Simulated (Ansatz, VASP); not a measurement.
**One calculation of Ru, two programs**

The input INCAR:

```
SYSTEM = Ru
ALGO = Normal ; EDIFF = 1E-7
ENCUT = 520 ; GGA = PE
ISIF = 2 ; ISMEAR = 1
LASPH = .TRUE. ; LCHARG = .TRUE.
LELF = .TRUE. ; LREAL = .FALSE.
LVHAR = .TRUE. ; LWAVE = .FALSE.
NBANDS = 21 ; NELM = 60
PREC = Accurate ; SIGMA = 0.01
```

The input KPOINTS:

```
k-points
0
G
  13 13 7
  0 0 0
```

File POSCAR:

```
Ru
1.0
    2.7235595794      0.0000000000      0.0000000000
   -1.3617797897      2.3586717845      0.0000000000
    0.0000000000      0.0000000000      4.2890849607
Ru
2
Direct
    0.3333333333      0.6666666667      0.2500000000
    0.6666666667      0.3333333333      0.7500000000
```

Input for Ansatz:

```yaml
crystal:
  lattice:
    - [2.7235595794, 0.0, 0.0]
    - [-1.3617797897, 2.3586717845, 0.0]
    - [0.0, 0.0, 4.2890849607]
  atoms:
    - { symbol: Ru, position: [0.3333333333, 0.6666666667, 0.25] }
    - { symbol: Ru, position: [0.6666666667, 0.3333333333, 0.75] }
hamiltonian:
  xc: pbe
  pseudopotentials:
    kind: paw
    azcp:
      Ru: "pseudopotentials/Ru.paw.azcp"
basis:
  ecutwfc: 420
  fft_grid_basis: typed
kpoints:
  mp_grid: { grid: [13, 13, 7], shift: [0, 0, 0] }
magnetization:
  spin_polarized: false
scf:
  occupations: { method: methfessel_paxton, width: 0.01 }
  lower_state_search: "off"
output:
  stress: true
  write_density: true
  write_potential: true
  elf: true
  volumetric_format: npy
```

Alike in both runs: task single point; functional PBE; k mesh 13 × 13 × 7; occupations methfessel-paxton of order 1, width 0.01 eV; no spin polarisation.

|  | VASP | Ansatz |
| --- | --- | --- |
| version | VASP 6.6.1 | Ansatz 0.2.0 |
| potentials or method | VASP PAW PBE potentials, release 64 (Ru_pv), cutoff 520 eV | plane waves (420 eV) with PAW, scalar-relativistic |
| valence electrons in the cell | 28 | 32 |

```tsv
	VASP	Ansatz	Ansatz less VASP
pressure (GPa)	-0.4	-0.3	+0.10
traceless stress, the component that is largest in VASP (GPa)	0.46	0.43	-0.036
```

The functional is the same, so the differences come from potentials, cutoffs and numerics. VASP's potentials hold 28 valence electrons a cell and Ansatz's 32, so a difference there can come from the potentials and not from the codes.
